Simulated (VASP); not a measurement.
# HfN (Fm-3m) in VASP: further runs

The runs below take HfN through single point, with PBEsol.

Everything below comes from runs of VASP 6.6.1. Logs are shortened: lines on timing, memory, paths and dates and some standing lists are left out, and cuts for length are marked.

### Step 1. The cell of the first run

It takes space group Fm-3m (No. 225, cubic). Conventional cell: a = 4.502 Å, b = 4.502 Å, c = 4.502 Å, α = 90.00°, β = 90.00°, γ = 90.00°. Hf (site symmetry m-3m) has 6 N at 2.25 Å within 3.0 Å. N (site symmetry m-3m) has 6 Hf at 2.25 Å within 3.0 Å.

### Step 2. Single point, PBEsol

The input, INCAR:

```
SYSTEM = HfN
ALGO     = Normal         ! electronic algorithm
EDIFF    = 1E-6           ! SCF threshold, eV
ENCUT    = 520            ! plane-wave cutoff, eV
GGA      = PS             ! functional
ISIF     = 2              ! what is computed and relaxed
ISMEAR   = 0              ! smearing method
LASPH    = .TRUE.         ! aspherical terms in the spheres
LCHARG   = .TRUE.         ! write CHGCAR
LELF     = .TRUE.         ! ELF
LREAL    = .FALSE.        ! projectors in reciprocal space
LVHAR    = .TRUE.       
LWAVE    = .FALSE.        ! write WAVECAR
NBANDS   = 14             ! bands
NELM     = 60             ! most SCF steps
PREC     = Accurate       ! precision mode
SIGMA    = 0.1            ! smearing width, eV
```

The input, KPOINTS:

```
k-points
0
G
  16 16 16
  0 0 0
```

The input, POSCAR:

```
HfN
1.0
    0.0000000000      2.2508709312      2.2508709312
    2.2508709312      0.0000000000      2.2508709312
    2.2508709312      2.2508709312      0.0000000000
Hf N
1 1
Direct
    0.0000000000      0.0000000000      0.0000000000
    0.5000000000      0.5000000000      0.5000000000
```

Potentials or basis: VASP PAW PBE potentials, release 64 (Hf_pv, N).

Run with:

```bash
$ cat potpaw_PBE.64/Hf_pv/POTCAR potpaw_PBE.64/N/POTCAR > POTCAR
$ mpirun -np 1 vasp_std > vasp.out
```

OUTCAR:

```text
SYSTEM = HfN
   EDIFF = 1E-6
   ENCUT = 520
   GGA = PS
   ISIF = 2
   ISMEAR = 0
   LASPH = .TRUE.
   LREAL = .FALSE.
   NELM = 60
   PREC = Accurate

 ion  position               nearest neighbor table
   1  0.000  0.000  0.000-   2 2.25   2 2.25   2 2.25   2 2.25   2 2.25   2 2.25
   2  0.500  0.500  0.500-   1 2.25   1 2.25   1 2.25   1 2.25   1 2.25   1 2.25

  LATTYP: Found a face centered cubic cell.
 ALAT       =     4.5017418624

  Lattice vectors:

 A1 = (   0.0000000000,   2.2508709312,   2.2508709312)
 A2 = (   2.2508709312,   0.0000000000,   2.2508709312)
 A3 = (   2.2508709312,   2.2508709312,   0.0000000000)

Analysis of symmetry for initial positions (statically):
=====================================================================
 Subroutine PRICEL returns:
 Original cell was already a primitive cell.

 Routine SETGRP: Setting up the symmetry group for a
 face centered cubic supercell.

 Subroutine GETGRP returns: Found 48 space group operations
 (whereof 48 operations were pure point group operations)
 out of a pool of 48 trial point group operations.

The static configuration has the point symmetry O_h .

Analysis of symmetry for dynamics (positions and initial velocities):
=====================================================================
 Subroutine PRICEL returns:
 Original cell was already a primitive cell.

 Routine SETGRP: Setting up the symmetry group for a
 face centered cubic supercell.

 Subroutine GETGRP returns: Found 48 space group operations
 (whereof 48 operations were pure point group operations)
 out of a pool of 48 trial point group operations.

The dynamic configuration has the point symmetry O_h .

 Subroutine INISYM returns: Found 48 space group operations
 (whereof 48 operations are pure point group operations),
 and found     1 'primitive' translations

----------------------------------------------------------------------------------------

                                     Primitive cell

  volume of cell :      22.8077

  direct lattice vectors                    reciprocal lattice vectors
     0.000000000  2.250870931  2.250870931    -0.222136238  0.222136238  0.222136238
     2.250870931  0.000000000  2.250870931     0.222136238 -0.222136238  0.222136238
     2.250870931  2.250870931  0.000000000     0.222136238  0.222136238 -0.222136238

  length of vectors
     3.183212198  3.183212198  3.183212198     0.384751250  0.384751250  0.384751250

  position of ions in fractional coordinates (direct lattice)
     0.000000000  0.000000000  0.000000000
     0.500000000  0.500000000  0.500000000

  ion indices of the primitive-cell ions
   primitive index   ion index
                 1           1
                 2           2

----------------------------------------------------------------------------------------

 KPOINTS: k-points

Automatic generation of k-mesh.
 Grid dimensions read from file:
 generate k-points for:   16   16   16

 Generating k-lattice:

  Cartesian coordinates                     Fractional coordinates (reciprocal lattice)
    -0.013883515  0.013883515  0.013883515     0.062500000  0.000000000  0.000000000
     0.013883515 -0.013883515  0.013883515     0.000000000  0.062500000  0.000000000
     0.013883515  0.013883515 -0.013883515     0.000000000  0.000000000  0.062500000

  Length of vectors
     0.024046953  0.024046953  0.024046953

  Shift w.r.t. Gamma in fractional coordinates (k-lattice)
     0.000000000  0.000000000  0.000000000

 Subroutine IBZKPT returns following result:
 ===========================================

 Found    145 irreducible k-points:

 Following reciprocal coordinates:
            Coordinates               Weight
  0.000000  0.000000  0.000000      1.000000
  0.062500  0.000000  0.000000      8.000000
  0.125000  0.000000  0.000000      8.000000
  0.187500  0.000000  0.000000      8.000000
  0.250000  0.000000  0.000000      8.000000
  0.312500  0.000000  0.000000      8.000000
[... 16 lines left out ...]
 -0.125000  0.062500  0.000000     24.000000
 -0.062500  0.062500  0.000000     12.000000
 [... further k-points ...]
   k-points           NKPTS =    145   k-points in BZ     NKDIM =    145   number of bands    NBANDS=     14
   number of dos      NEDOS =    301   number of ions     NIONS =      2
   total plane-waves  NPLWV =  13824
   dimension x,y,z NGX =    24 NGY =   24 NGZ =   24
   dimension x,y,z NGXF=    48 NGYF=   48 NGZF=   48
   ions per type =               1   1
   NGX,Y,Z   is equivalent  to a cutoff of  12.53, 12.53, 12.53 a.u.
   NGXF,Y,Z  is equivalent  to a cutoff of  25.07, 25.07, 25.07 a.u.
 SYSTEM =  HfN
   PREC   = accura    normal or accurate (medium, high low for compatibility)
   ISTART =      0    job   : 0-new  1-cont  2-samecut
   ICHARG =      2    charge: 1-file 2-atom 10-const
   ISPIN  =      1    spin polarized calculation?
   LNONCOLLINEAR =      F non collinear calculations
   LSORBIT =      F    spin-orbit coupling
   LASPH  =      T    aspherical Exc in radial PAW
   ENCUT  =  520.0 eV  38.22 Ry    6.18 a.u.   5.92  5.92  5.92*2*pi/ulx,y,z
   NELM   =     60;   NELMIN=  2; NELMDL= -5     # of ELM steps
   EDIFF  = 0.1E-05   stopping-criterion for ELM
   LREAL  =      F    real-space projection
   EDIFFG = 0.1E-04   stopping-criterion for IOM
   NSW    =      0    number of steps for IOM
   IBRION =     -1    ionic relax: 0-MD 1-quasi-New 2-CG
   NFREE  =      0    steps in history (QN), initial steepest desc. (CG)
   ISIF   =      2    stress and relaxation
   ISYM   =      2    0-nonsym 1-usesym 2-fastsym
   POTIM  = 0.5000    time-step for ionic-motion
   TEBEG  =    0.0;   TEEND  =   0.0 temperature during run
   PSTRESS=    0.0 pullay stress
   NELECT =      15.0000    total number of electrons
   NUPDOWN=      -1.0000    fix difference up-down
   EMIN   =  10.00;   EMAX   =-10.00  energy-range for DOS
   EFERMI =   0.00;   METHOD = LEGACY
   ISMEAR =     0;   SIGMA  =   0.10  broadening in eV -4-tet -1-fermi 0-gaus
   EFERMI_NEDOS =   21; number of points for ismear=-14 and -15
   IALGO  =     38    algorithm
   IMIX   =      4    mixing-type and parameters
     AMIX     =   0.40;   BMIX     =  1.00
     AMIX_MAG =   1.60;   BMIX_MAG =  1.00
  volume/ion in A,a.u.               =      11.40        76.96
  Fermi-wavevector in a.u.,A,eV,Ry     =   1.423677  2.690359 27.577035  2.026855
  Thomas-Fermi vector in A             =   2.544249
   LORBIT       =      0    0 simple, 1 ext, 2 COOP (PROOUT), +10 PAW based schemes
   GGA     = PS    functional components
   LHFCALC =     F    Hartree Fock is set to
   AEXX    =    0.0000 exact exchange contribution
   IVDW    =     0    specifies the selected vdW correction
   LEPSILON=     F    determine dielectric tensor
   LRPA    =     F    only Hartree local field effects (RPA)
 non-spin polarized calculation
 Gauss-broadening in eV      SIGMA  =   0.10
  energy-cutoff  :      520.00
  volume of cell :       22.81
 maximum number of plane-waves:       636
   NGX = 11   NGY = 11   NGZ = 11

 number of electron      15.0000001 magnetization

 Free energy of the ion-electron system (eV)
  ---------------------------------------------------
  ext. energy  EPLUGINS =         0.00000000
  ---------------------------------------------------
  free energy    TOTEN  =       -22.99479012 eV

  energy without entropy =      -22.99183729  energy(sigma->0) =      -22.99331370

 E-fermi :   8.2867     XC(G=0): -12.9506

 val. band max:        8.2742347322   @ k =  -0.4375   0.3125   0.1250
 cond. band min:       8.2875406761   @ k =  -0.1250   0.0625   0.0000
 fundamental gap:      0.0133059439
 Fermi energy:         8.2867474674

 k-point     1 :       0.0000    0.0000    0.0000
  band No.  band energies     occupation
      1     -22.7236      2.00000
      2     -22.7236      2.00000
      3     -22.7236      2.00000
      4      -9.2071      2.00000
      5       5.2994      2.00000
      6       5.2994      2.00000
      7       5.2994      2.00000
      8       7.9172      2.00000
      9       7.9172      2.00000
     10       7.9172      2.00000
     11      10.2111      0.00000
     12      10.2646      0.00000
     13      10.2646      0.00000
     14      17.8594      0.00000

 k-point     2 :       0.0625    0.0000    0.0000
  band No.  band energies     occupation
      1     -22.7663      2.00000
      2     -22.7271      2.00000
      3     -22.7271      2.00000
      4      -9.1130      2.00000
      5       4.8847      2.00000
      6       5.0554      2.00000
      7       5.0554      2.00000
      8       8.0362      1.99961
      9       8.0557      1.99892
     10       8.0557      1.99892
     11      10.5034      0.00000
     12      10.5786      0.00000
     13      10.5786      0.00000
     14      18.1727      0.00000

 k-point     3 :       0.1250    0.0000    0.0000
  band No.  band energies     occupation
      1     -22.8856      2.00000
      2     -22.7370      2.00000
      3     -22.7370      2.00000
      4      -8.8428      2.00000
      5       3.9588      2.00000
      6       4.4932      2.00000
      7       4.4932      2.00000
      8       8.2391      1.49970
      9       8.4177      0.06399
     10       8.4177      0.06399
     11      11.2469      0.00000
     12      11.3932      0.00000
     13      11.3932      0.00000
     14      19.0443      0.00000
[... 324 lines left out ...]
 k-point    23 :      -0.1250    0.0625    0.0000
  band No.  band energies     occupation
      1     -22.9547      2.00000
      2     -22.7732      2.00000
      3     -22.7315      2.00000
      4      -8.6507      2.00000
      5       3.3541      2.00000
      6       4.0131      2.00000
      7       4.4616      2.00000
      8       8.2875      0.99105
      9       8.3897      0.14541
     10       9.1298      0.00000
     11      10.8524      0.00000
     12      12.1652      0.00000
     13      12.3754      0.00000
     14      19.6577      0.00000

 k-point    24 :      -0.0625    0.0625    0.0000
  band No.  band energies     occupation
      1     -22.8253      2.00000
      2     -22.7489      2.00000
      3     -22.7255      2.00000
      4      -8.9623      2.00000
      5       4.2627      2.00000
      6       4.6146      2.00000
      7       4.9352      2.00000
      8       8.0931      1.99383
      9       8.0943      1.99350
     10       8.5470      0.00023
     11      10.4010      0.00000
     12      11.2221      0.00000
     13      11.3284      0.00000
     14      18.6696      0.00000

 [... further k-points ...]
[... 5 lines left out ...]
  --------------------------------------------------------------------------------------
  -------------------------------------------------------------------------------------
  Total       -0.3161883     -0.3161883     -0.3161883      0.0000000     -0.0000000      0.0000000
  in kB      -22.2113336    -22.2113336    -22.2113336      0.0000000     -0.0000000      0.0000000
  external PRESSURE =     -22.2113336 kB  Pullay stress =       0.0000000 kB

 VOLUME and BASIS-vectors are now :
 -----------------------------------------------------------------------------
  energy-cutoff  :      520.00
  volume of cell :       22.81
      direct lattice vectors                 reciprocal lattice vectors
     0.000000000  2.250870931  2.250870931    -0.222136238  0.222136238  0.222136238
     2.250870931  0.000000000  2.250870931     0.222136238 -0.222136238  0.222136238
     2.250870931  2.250870931  0.000000000     0.222136238  0.222136238 -0.222136238

 POSITION                                       TOTAL-FORCE (eV/Angst)
 -----------------------------------------------------------------------------------
      0.00000      0.00000      0.00000        -0.000000      0.000000      0.000000
      2.25087      2.25087      2.25087         0.000000      0.000000     -0.000000
 -----------------------------------------------------------------------------------
    total drift:                                0.000000     -0.000000     -0.000000

  FREE ENERGIE OF THE ION-ELECTRON SYSTEM (eV)
  ---------------------------------------------------
  free  energy   TOTEN  =       -22.9947901184 eV

  energy  without entropy=      -22.9918372857  energy(sigma->0) =      -22.99331370
```

Run time: 24 s. Hardware: 1 thread of Intel Xeon Platinum 8488C (Sapphire Rapids), shared host; peak memory 0.17 GiB.

What came out:

| Quantity | Value |
| --- | --- |
| Free energy | -22.9948 eV |
| Pressure | -2.2 GPa |

Levels at points of the mesh, in eV from the Fermi level:
```tsv
k point	band 6	band 7	band 8	band 9	band 10	band 11
(0.00, 0.00, 0.00)	-2.99	-2.99	-0.37	-0.37	-0.37	1.92
(0.50, 0.00, 0.00)	-6.22	-6.22	3.35	3.78	3.78	4.47
(0.50, 0.50, 0.00)	-3.88	-3.65	-3.65	4.16	5.64	5.64
```

Caveat: the PAW data sets were made with another functional, which shifts forces and pressure a little; spin-orbit coupling is left out, which moves the levels of the heavy elements.

[end of part 1 of 2]
